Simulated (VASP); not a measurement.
Write the native input for VASP 6.6.1 that does the following.

```
Task                   : single point
Functional             : r2SCAN
Potentials or basis    : VASP PAW PBE potentials, release 64 (K_sv, F)
Cutoff                 : 520 eV
k mesh                 : 8 × 8 × 8
Occupations            : gaussian, width 0.02 eV
Spin                   : no spin polarisation
Dipole correction      : no
Further INCAR settings : ALGO = Normal; EDIFF = 1e-06; NBANDS = 15
```

Crystal: KF.

```
CELL_PARAMETERS angstrom
0.00000 2.71024 2.71024
2.71024 0.00000 2.71024
2.71024 2.71024 0.00000
ATOMIC_POSITIONS crystal
K 0.00000 0.00000 0.00000
F 0.50000 0.50000 0.50000
```

One way to write it, as run:

POSCAR

```
KF
1.0
    0.0000000000      2.7102370908      2.7102370908
    2.7102370908      0.0000000000      2.7102370908
    2.7102370908      2.7102370908      0.0000000000
K F
1 1
Direct
    0.0000000000      0.0000000000      0.0000000000
    0.5000000000      0.5000000000      0.5000000000
```

INCAR.step1

```
SYSTEM = KF
ALGO = Normal ; EDIFF = 1E-4
ENCUT = 520 ; GGA = PE
ISMEAR = 0 ; LASPH = .True.
LCHARG = .False. ; LREAL = .False.
LWAVE = .True. ; NBANDS = 15
NELM = 100 ; PREC = Accurate
SIGMA = 0.02
```

INCAR.step2

```
SYSTEM = KF
ALGO = Normal ; EDIFF = 1E-6
ENCUT = 520 ; ISIF = 2
ISMEAR = 0 ; ISTART = 1
LASPH = .True. ; LCHARG = .True.
LELF = .True. ; LMIXTAU = .True.
LREAL = .False. ; LVHAR = .True.
LWAVE = .False. ; METAGGA = R2SCAN
NBANDS = 15 ; NELM = 100
PREC = Accurate ; SIGMA = 0.02
```

KPOINTS

```
k-points
0
Gamma
  8 8 8
  0 0 0
```

Potentials or basis: VASP PAW PBE potentials, release 64 (K_sv, F).

Launch:

```sh
$ cat potpaw_PBE.64/K_sv/POTCAR potpaw_PBE.64/F/POTCAR > POTCAR
$ cp INCAR.step1 INCAR
$ mpirun -np 1 vasp_std > vasp.out
$ cp INCAR.step2 INCAR
$ mpirun -np 1 vasp_std > vasp.out
```

It gave:

```
Pressure               : -1.8 GPa
Band gap on the k mesh : 6.61 eV, direct
```

Caveat: the PAW data sets were made with another functional, which shifts forces and pressure a little.

Wall time 44 s on 1 thread of Intel(R) Xeon(R) 6975P-C (Granite Rapids), on a shared host, peak memory 0.17 GiB.
